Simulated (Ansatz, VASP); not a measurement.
SiC: VASP beside Ansatz

Contents of INCAR:

```
SYSTEM = SiC
PREC = Accurate
ENCUT = 520
EDIFF = 1E-6
ISMEAR = 0
SIGMA = 0.01
LREAL = .FALSE.
LASPH = .TRUE.
NELM = 80
ALGO = Normal
ISIF = 2
LWAVE = .FALSE.
LCHARG = .FALSE.
GGA = PE
NBANDS = 16
```

Contents of KPOINTS:

```
Automatic mesh
0
G
  12 12 4
  0 0 0
```

Contents of POSCAR:

```
SiC
1.0
    3.0344273363      0.0000000000      0.0000000000
   -1.5172136681      2.6278910190      0.0000000000
    0.0000000000      0.0000000000      4.9797754205
Si C
2 2
Direct
    0.3333333333      0.6666666667      0.0000000000
    0.6666666667      0.3333333333      0.5000000000
    0.3333333333      0.6666666667      0.3850000000
    0.6666666667      0.3333333333      0.8850000000
```

Input for Ansatz:

```yaml
crystal:
  lattice:
    - [3.034427336256211, 0.0, 0.0]
    - [-1.5172136681281054, 2.6278910190145974, 0.0]
    - [0.0, 0.0, 4.979775420488085]
  atoms:
    - { symbol: Si, position: [0.3333333333333333, 0.6666666666666666, 0.0] }
    - { symbol: Si, position: [0.6666666666666666, 0.3333333333333333, 0.5] }
    - { symbol: C, position: [0.3333333333333333, 0.6666666666666666, 0.385] }
    - { symbol: C, position: [0.6666666666666666, 0.3333333333333333, 0.885] }
basis:
  ecutwfc: 500.0
kpoints:
  mp_grid:
    grid: [12, 12, 4]
hamiltonian:
  xc: pbe
scf:
  occupations:
    method: fixed
output:
  stress: true
```

Alike in both runs: task single point; functional PBE; k mesh 12 × 12 × 4; no spin polarisation.

|  | VASP | Ansatz |
| --- | --- | --- |
| version | VASP 6.6.1 | Ansatz 0.2.0 |
| potentials or method | VASP PAW PBE potentials, release 64 (Si, C), cutoff 520 eV | plane waves, PAW |
| occupations | gaussian, width 0.01 eV | fixed |
| valence electrons in the cell | 16 | 16 |

|  | VASP | Ansatz | Ansatz less VASP |
| --- | --- | --- | --- |
| pressure (GPa) | 13.7 | 13.7 | +0.09 |
| traceless stress, the component that is largest in VASP (GPa) | -4.44 | -4.47 | -0.030 |
